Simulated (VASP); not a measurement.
# Cu8O9 (a cell with a defect) in VASP: a series of runs, part 2 of 2

VASP 6.6.1. The steps go on from the part before.

## (3) Single point, PBEsol, collinear spin, zero start

The input, INCAR:

```
SYSTEM = Cu8O9
PREC = Accurate ; ENCUT = 520
EDIFF = 1E-7 ; ISMEAR = -1
SIGMA = 0.02 ; LREAL = Auto
LASPH = .TRUE. ; NELM = 150
ALGO = Normal ; ISIF = 2
LWAVE = .FALSE. ; LCHARG = .TRUE.
ISPIN = 2 ; MAGMOM = 0 0 0 0 0 0 0 0 0 0 0 0 0 0 0 0 0
LORBIT = 11 ; LMAXMIX = 4
GGA = PS ; LELF = .TRUE.
LVHAR = .TRUE. ; NBANDS = 89
```

The input, KPOINTS:

```
regular mesh
0
G
  2 2 2
  0 0 0
```

The input, POSCAR:

```
Cu8O9
1.0
    4.6837000000     -3.4226000000      0.0000000000
    4.6837000000      3.4226000000      0.0000000000
   -0.8500270000      0.0000000000      5.0578690000
Cu O
8 9
Direct
   -0.0323237369      0.2661043587      0.0390085232
    0.2541534881     -0.0501473358      0.5206935965
   -0.0073547540      0.6976648217     -0.0063465463
    0.2302037690      0.4687650967      0.5287602348
    0.4337097068      0.3329091458      0.0207201887
    0.7734529701      0.0318822344      0.4868651205
    0.4332863152      0.8231945721      0.0325631210
    0.7785346542      0.5229394926      0.4749431035
    0.2532463460      0.1771346181      0.2967850690
    0.1780874678      0.2973243053      0.8043110646
    0.2750731184      0.6771650953      0.2456370460
    0.2045961099      0.7571292718      0.7566032256
    0.7173787865      0.2807224434      0.2397650078
    0.7355578494      0.3323556055      0.7286665590
    0.7581895630      0.7503008234      0.2269532880
    0.7687304792      0.7713016239      0.7067403288
    0.5188069786      0.0188946312      0.8086014090
```

Potentials or basis: VASP PAW PBE potentials, release 64 (Cu, O).

On the command line:

```bash
cat potpaw_PBE.64/Cu/POTCAR potpaw_PBE.64/O/POTCAR > POTCAR
mpirun -np 1 vasp_std > vasp.out
```

It took 17 min on 1 thread of Intel Xeon Platinum 8259CL at 2.50GHz (Skylake/Cascade Lake), shared host; peak memory 0.44 GiB.

The run converged. Its results:

```yaml
Free_energy: -87.4781 eV
Pressure: 12.1 GPa
Largest_force: 1.644 eV/Å
Band_gap_on_the_k_mesh: zero (filled and empty bands overlap)
Net_moment: 0.00 μB per cell
Valence_electrons_inside_the_program's_atomic_spheres: Cu 10.01, 10.00, 10.06, 9.97, 9.87, 9.99, 10.20 (each value once); O 4.95, 4.96, 4.94, 4.99, 5.01, 4.90, 4.85 (each value once)
```

Forces on the atoms (eV/Å):
```
Cu   0.039 -0.129 -1.134
Cu   0.377  0.725  0.276
Cu   0.991  0.345  0.105
Cu   0.379 -0.283 -0.595
Cu   0.440 -0.902  0.276
Cu  -0.257  0.571  0.047
Cu   0.659 -0.456  0.189
Cu  -1.295  0.231 -0.140
O   -0.017  0.502 -0.389
O   -0.678  1.344 -0.662
O   -0.741 -0.497  0.166
O   -0.255 -0.337  0.126
O   -0.269 -1.347 -0.162
O   -0.393 -0.436  0.153
O    0.021  0.582  0.461
O    1.514  0.236  0.475
O   -0.516 -0.148  0.809
```

Stress tensor (GPa, compression positive):
```
11.44 -3.35  1.95
-3.35 13.88  0.37
 1.95  0.37 10.95
```

Levels at points of the mesh, in eV from the Fermi level:
Spin up:
| k point | band 69 | band 70 | band 71 | band 72 | band 73 | band 74 |
| --- | --- | --- | --- | --- | --- | --- |
| (0.00, 0.00, 0.00) | -0.34 | -0.04 | 0.20 | 0.26 | 0.59 | 0.94 |
| (0.50, 0.00, 0.00) | -0.50 | -0.29 | 0.11 | 0.36 | 0.47 | 0.81 |
| (0.00, 0.50, 0.00) | -0.42 | -0.10 | 0.02 | 0.06 | 0.49 | 0.81 |
| (0.50, 0.50, 0.00) | -0.46 | -0.32 | -0.24 | 0.19 | 0.57 | 0.78 |
| (0.00, 0.00, 0.50) | -0.34 | -0.15 | -0.08 | 0.12 | 0.44 | 0.56 |
| (0.50, 0.00, 0.50) | -0.47 | -0.25 | -0.17 | 0.04 | 0.26 | 0.34 |
| (0.00, 0.50, 0.50) | -0.54 | -0.39 | -0.25 | -0.10 | 0.20 | 0.38 |
| (0.50, 0.50, 0.50) | -0.72 | -0.52 | -0.34 | -0.22 | -0.02 | 0.15 |
Spin down:
```
           k point  band 68  band 69  band 70  band 71  band 72  band 73  band 74  band 75
(0.00, 0.00, 0.00)    -0.78    -0.34    -0.04     0.20     0.26     0.59     0.94     0.96
(0.50, 0.00, 0.00)    -0.84    -0.50    -0.29     0.11     0.36     0.47     0.81     1.03
(0.00, 0.50, 0.00)    -0.75    -0.42    -0.10     0.02     0.06     0.49     0.81     0.85
(0.50, 0.50, 0.00)    -0.70    -0.46    -0.32    -0.24     0.19     0.57     0.78     0.80
(0.00, 0.00, 0.50)    -0.57    -0.34    -0.15    -0.08     0.12     0.44     0.56     0.66
(0.50, 0.00, 0.50)    -0.74    -0.47    -0.25    -0.17     0.04     0.26     0.34     0.69
(0.00, 0.50, 0.50)    -0.90    -0.54    -0.39    -0.25    -0.10     0.20     0.38     0.68
(0.50, 0.50, 0.50)    -0.91    -0.72    -0.52    -0.34    -0.22    -0.02     0.15     0.63
```

Caveat: the k points lie up to 0.62 Å⁻¹ apart; the PAW data sets were made with another functional, which shifts forces and pressure a little; semilocal functionals often make such compounds metallic where correlation or magnetic order opens a gap, which also shifts bond lengths.

## (4) Single point, PBEsol, collinear spin

The input, INCAR:

```
SYSTEM = Cu8O9
PREC = Accurate ; ENCUT = 520
EDIFF = 1E-6 ; ISMEAR = -1
SIGMA = 0.02 ; LREAL = Auto
LASPH = .True. ; NELM = 150
ALGO = Normal ; ISIF = 2
LWAVE = .False. ; LCHARG = .True.
ISPIN = 2 ; MAGMOM = 0 0 0 0 0 0 0 0 0 0 0 0 0 0 0 0 1
LORBIT = 11 ; LMAXMIX = 4
GGA = PS ; LELF = .True.
LVHAR = .True. ; NBANDS = 89
```

The input, KPOINTS:

```
Automatic mesh
0
Gamma
  2 2 2
  0 0 0
```

The input, POSCAR:

```
Cu8O9
1.0
    4.6837000000     -3.4226000000      0.0000000000
    4.6837000000      3.4226000000      0.0000000000
   -0.8500270000      0.0000000000      5.0578690000
Cu O
8 9
Direct
   -0.0378683396      0.2478594369      0.0096378007
    0.2474027566     -0.0256498764      0.5342131553
    0.0112924998      0.7297665766     -0.0016138489
    0.2312688687      0.4743634904      0.5211931896
    0.4356125738      0.3155513658      0.0305781801
    0.7622140250      0.0168998032      0.4863951046
    0.4676297866      0.7934634268      0.0422744897
    0.7689266289      0.5021666845      0.4782218540
    0.2179110067      0.1912444792      0.2904737474
    0.1487196225      0.3586836918      0.8160424102
    0.3091468668      0.6303099505      0.2426897640
    0.2344625173      0.7531472374      0.7575408059
    0.7359292984      0.2383260058      0.2330313180
    0.7244118556      0.3033744894      0.7222168341
    0.7764508470      0.7398865106      0.2352529288
    0.7964575883      0.7653534391      0.6993761749
    0.4939782977      0.0226761885      0.8441730917
```

On the command line:

```bash
cat potpaw_PBE.64/Cu/POTCAR potpaw_PBE.64/O/POTCAR > POTCAR
mpirun -np 1 vasp_std > vasp.out
```

Wall time 17 min (1 thread of Intel Xeon Platinum 8259CL at 2.50GHz (Skylake/Cascade Lake), shared host); peak memory 0.44 GiB.

It converged, with:

```
Free energy                                           : -88.5604 eV
Pressure                                              : 11.3 GPa
Largest force                                         : 0.184 eV/Å
Band gap on the k mesh                                : zero (filled and empty bands overlap)
Net moment                                            : 0.00 μB per cell
Valence electrons inside the program's atomic spheres : Cu 10.05, 9.96, 10.00, 9.99, 10.10, 10.04 (each value once); O 4.96, 4.98, 4.95, 4.99, 4.93, 4.94, 4.92 (each value once)
```

Forces in eV/Å, atoms in the order of the input:
```
Cu  -0.017 -0.002  0.019
Cu   0.024 -0.018  0.016
Cu   0.032 -0.004  0.052
Cu   0.019 -0.016 -0.015
Cu   0.084  0.070  0.077
Cu   0.012  0.013 -0.035
Cu  -0.063 -0.053  0.051
Cu  -0.030 -0.017 -0.048
O    0.017 -0.042 -0.050
O   -0.022  0.030 -0.093
O    0.067  0.011  0.019
O    0.013  0.015  0.007
O   -0.040 -0.033  0.022
O   -0.050  0.073  0.021
O   -0.008 -0.031  0.017
O   -0.063  0.122  0.078
O    0.027 -0.118 -0.139
```

Stress tensor (GPa, compression positive):
```
11.47 -1.35  0.36
-1.35 13.62  0.14
 0.36  0.14  8.91
```

Levels at points of the mesh, in eV from the Fermi level:
Spin up:
| k point | band 67 | band 68 | band 69 | band 70 | band 71 | band 72 | band 73 | band 74 | band 75 | band 76 |
| --- | --- | --- | --- | --- | --- | --- | --- | --- | --- | --- |
| (0.00, 0.00, 0.00) | -0.97 | -0.84 | -0.35 | -0.16 | 0.07 | 0.23 | 0.63 | 0.86 | 0.94 | 1.25 |
| (0.50, 0.00, 0.00) | -0.88 | -0.74 | -0.60 | -0.25 | -0.13 | 0.41 | 0.45 | 0.78 | 1.01 | 1.16 |
| (0.00, 0.50, 0.00) | -0.75 | -0.64 | -0.51 | -0.24 | -0.07 | 0.30 | 0.47 | 0.71 | 0.80 | 1.10 |
| (0.50, 0.50, 0.00) | -0.79 | -0.69 | -0.55 | -0.44 | -0.14 | 0.08 | 0.66 | 0.79 | 0.85 | 1.15 |
| (0.00, 0.00, 0.50) | -0.83 | -0.51 | -0.40 | -0.11 | -0.01 | 0.15 | 0.44 | 0.60 | 0.71 | 1.04 |
| (0.50, 0.00, 0.50) | -0.93 | -0.73 | -0.39 | -0.24 | -0.11 | 0.05 | 0.09 | 0.46 | 0.77 | 0.89 |
| (0.00, 0.50, 0.50) | -0.90 | -0.79 | -0.40 | -0.34 | -0.11 | 0.03 | 0.30 | 0.42 | 0.45 | 0.81 |
| (0.50, 0.50, 0.50) | -0.88 | -0.72 | -0.59 | -0.45 | -0.39 | -0.13 | 0.05 | 0.29 | 0.41 | 0.90 |
Spin down:
| k point | band 67 | band 68 | band 69 | band 70 | band 71 | band 72 | band 73 | band 74 | band 75 | band 76 |
| --- | --- | --- | --- | --- | --- | --- | --- | --- | --- | --- |
| (0.00, 0.00, 0.00) | -0.97 | -0.84 | -0.35 | -0.16 | 0.07 | 0.23 | 0.63 | 0.86 | 0.94 | 1.25 |
| (0.50, 0.00, 0.00) | -0.88 | -0.74 | -0.60 | -0.25 | -0.13 | 0.41 | 0.45 | 0.78 | 1.01 | 1.16 |
| (0.00, 0.50, 0.00) | -0.75 | -0.64 | -0.51 | -0.24 | -0.07 | 0.30 | 0.47 | 0.71 | 0.80 | 1.10 |
| (0.50, 0.50, 0.00) | -0.79 | -0.69 | -0.55 | -0.44 | -0.14 | 0.08 | 0.66 | 0.79 | 0.85 | 1.15 |
| (0.00, 0.00, 0.50) | -0.83 | -0.51 | -0.40 | -0.11 | -0.01 | 0.15 | 0.44 | 0.60 | 0.71 | 1.04 |
| (0.50, 0.00, 0.50) | -0.93 | -0.73 | -0.39 | -0.24 | -0.11 | 0.05 | 0.09 | 0.46 | 0.77 | 0.89 |
| (0.00, 0.50, 0.50) | -0.90 | -0.79 | -0.40 | -0.34 | -0.11 | 0.03 | 0.30 | 0.42 | 0.45 | 0.81 |
| (0.50, 0.50, 0.50) | -0.88 | -0.72 | -0.59 | -0.45 | -0.39 | -0.13 | 0.05 | 0.29 | 0.41 | 0.90 |

Caveat: the k points lie up to 0.62 Å⁻¹ apart; the PAW data sets were made with another functional, which shifts forces and pressure a little; semilocal functionals often make such compounds metallic where correlation or magnetic order opens a gap, which also shifts bond lengths.

## (5) Overview

```tsv
spin	cell	gap on the mesh (eV)	pressure (GPa)	moment (μB)	largest force (eV/Å)
collinear, zero start	as given, atomic positions A	none	13.5	0.00	2.84
collinear, zero start	as given, atomic positions B	none	12.1	0.00	1.64
collinear	as given, atomic positions C	none	11.3	0.00	0.18
```

Alike in all rows: task single point; level PBEsol; potentials or basis VASP PAW PBE potentials, release 64 (Cu, O); k mesh 2 × 2 × 2; cutoff (eV) 520; smearing fermi-dirac 0.02 eV.

Caveats: all runs use coarse meshes; the PAW data sets were made with another functional, which shifts forces and pressure a little; semilocal functionals often make such compounds metallic where correlation or magnetic order opens a gap, which also shifts bond lengths.

Total energies depend on the potentials used, so only differences within one code and one set of settings carry meaning.
